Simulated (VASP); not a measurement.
Crystal: In3GaAs4.

```
In Ga As
1.0
     5.75447    0.00000    0.00000
     0.00000    5.75447    0.00000
     0.00000    0.00000    5.75447
In Ga As
3 1 4
Direct
  0.50000 0.00000 0.00000
  0.00000 0.00000 0.50000
  0.00000 0.50000 0.00000
  0.50000 0.50000 0.50000
  0.25000 0.75000 0.25000
  0.25000 0.25000 0.75000
  0.75000 0.75000 0.75000
  0.75000 0.25000 0.25000
```

* Program: VASP 6.6.1
* Task: relaxation of cell and atoms
* Functional: PBE
* Potentials or basis: VASP PAW PBE potentials, release 64 (In_d, Ga_d, As)
* Cutoff: 600 eV
* k mesh: 4 × 4 × 4
* Occupations: gaussian, width 0.1 eV
* Spin: no spin polarisation

At the start: pressure 13.2 GPa; volume 23.82 Å³/atom.

Where does the relaxation end?

Over 5 steps the energy falls by 183.1 meV/atom and the volume is 28.04 Å³/atom (+17.7 %); space group P-43m (No. 215, to 0.1 Å) before and after.

Step by step:
| step | energy change (eV) | largest force (eV/Å) | pressure (GPa) | volume (Å³) |
| --- | --- | --- | --- | --- |
| 1 | 0.0000 | 1.4286 | 13.22 | 190.55 |
| 2 | -1.0920 | 0.1677 | -4.12 | 250.06 |
| 3 | -1.4066 | 0.4783 | -0.33 | 227.28 |
| 4 | -1.4430 | 0.3041 | -0.17 | 226.11 |
| 5 | -1.4649 | 0.0097 | 0.13 | 224.31 |

Final structure:
```
CELL_PARAMETERS angstrom
6.07602 0.00000 0.00000
0.00000 6.07602 0.00000
0.00000 0.00000 6.07602
ATOMIC_POSITIONS crystal
In 0.50000 0.00000 0.00000
In 0.00000 0.00000 0.50000
In 0.00000 0.50000 0.00000
Ga 0.50000 0.50000 0.50000
As 0.25992 0.74008 0.25992
As 0.25992 0.25992 0.74008
As 0.74008 0.74008 0.74008
As 0.74008 0.25992 0.25992
```

Caveat: the volume moved by over 15 % at a fixed basis, so the end points are rough.
